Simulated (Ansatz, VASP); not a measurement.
# Be16CO: VASP beside Ansatz

Contents of INCAR:

```
PREC = Accurate ; ENCUT = 520
EDIFF = 1E-6 ; ISMEAR = 0
SIGMA = 0.1 ; LREAL = Auto
LASPH = T ; NELM = 100
ALGO = Normal ; ISIF = 2
LWAVE = F ; LCHARG = F
LDIPOL = T ; IDIPOL = 3
DIPOL = 0.5 0.5 0.310 ; GGA = PE
NBANDS = 36
```

KPOINTS

```
Automatic mesh
0
Gamma
  6 6 1
```

Contents of POSCAR:

```
Be16CO
1.0
    4.5254381410      0.0000000000      0.0000000000
   -2.2627190705      3.9191443934      0.0000000000
    0.0000000000      0.0000000000     23.4761687145
Be C O
16 1 1
Direct
    0.3333333333      0.1666666667      0.1703855535
    0.3333333333      0.6666666667      0.1703855535
    0.8333333333      0.1666666667      0.1703855535
    0.8333333333      0.6666666667      0.1703855535
    0.1666666667      0.3333333333      0.2463521558
    0.1666666667      0.8333333333      0.2463521558
    0.6666666667      0.3333333333      0.2463521558
    0.6666666667      0.8333333333      0.2463521558
    0.3333333333      0.1666666667      0.3241941575
    0.3333333333      0.6666666667      0.3241941575
    0.8333333333      0.1666666667      0.3241941575
    0.8333333333      0.6666666667      0.3241941575
    0.1666666667      0.3333333333      0.4036505628
    0.1666666667      0.8333333333      0.4036505628
    0.6666666667      0.3333333333      0.4036505628
    0.6666666667      0.8333333333      0.4036505628
    0.1666666667      0.3333333333      0.4939549062
    0.3096154644      0.1903845356      0.5067436238
```

Input for Ansatz:

```yaml
crystal:
  lattice:
    - [4.525438141, 0.0, 0.0]
    - [-2.2627190705, 3.9191443934, 0.0]
    - [0.0, 0.0, 23.4761687145]
  atoms:
    - { symbol: Be, position: [0.3333333333, 0.1666666667, 0.1703855535] }
    - { symbol: Be, position: [0.3333333333, 0.6666666667, 0.1703855535] }
    - { symbol: Be, position: [0.8333333333, 0.1666666667, 0.1703855535] }
    - { symbol: Be, position: [0.8333333333, 0.6666666667, 0.1703855535] }
    - { symbol: Be, position: [0.1666666667, 0.3333333333, 0.2463521558] }
    - { symbol: Be, position: [0.1666666667, 0.8333333333, 0.2463521558] }
    - { symbol: Be, position: [0.6666666667, 0.3333333333, 0.2463521558] }
    - { symbol: Be, position: [0.6666666667, 0.8333333333, 0.2463521558] }
    - { symbol: Be, position: [0.3333333333, 0.1666666667, 0.3241941575] }
    - { symbol: Be, position: [0.3333333333, 0.6666666667, 0.3241941575] }
    - { symbol: Be, position: [0.8333333333, 0.1666666667, 0.3241941575] }
    - { symbol: Be, position: [0.8333333333, 0.6666666667, 0.3241941575] }
    - { symbol: Be, position: [0.1666666667, 0.3333333333, 0.4036505628] }
    - { symbol: Be, position: [0.1666666667, 0.8333333333, 0.4036505628] }
    - { symbol: Be, position: [0.6666666667, 0.3333333333, 0.4036505628] }
    - { symbol: Be, position: [0.6666666667, 0.8333333333, 0.4036505628] }
    - { symbol: C, position: [0.1666666667, 0.3333333333, 0.4939549062] }
    - { symbol: O, position: [0.3096154644, 0.1903845356, 0.5067436238] }
basis:
  ecutwfc: 420
kpoints:
  mp_grid: { grid: [6, 6, 1] }
hamiltonian:
  xc: pbe
scf:
  occupations: { method: gaussian, width: 0.1 }
output:
  forces: true
  eigenvalues: true
efield:
  axis: 3
  dipole_correction: true
  ramp_width: 0.04
```

Alike in both runs: task single point; functional PBE; k mesh 6 × 6 × 1; occupations gaussian, width 0.1 eV; no spin polarisation.

```csv
,VASP,Ansatz
version,VASP 6.6.1,Ansatz 0.2.0
potentials or method,"VASP PAW PBE potentials, release 64 (Be, C, O), cutoff 520 eV","scalar-relativistic, plane waves, PAW"
valence electrons in the cell,42,42
```

Ansatz gave:

- gap on the k mesh at the Fermi level (eV): none
- rms of the force components (eV/Å): 0.299

Q: Estimate VASP's values.

A: gap on the k mesh at the Fermi level (eV): none; rms of the force components (eV/Å): 0.239.

Atom by atom the forces differ by 0.154 eV/Å (rms over components). A gap of «none» marks a metal or a gap that the smearing closes. One of these differences is far larger than is usual between the two programs; its cause wasn't traced.

Noted on VASP's run: the standard files for N, O and F lose accuracy on very short bonds.
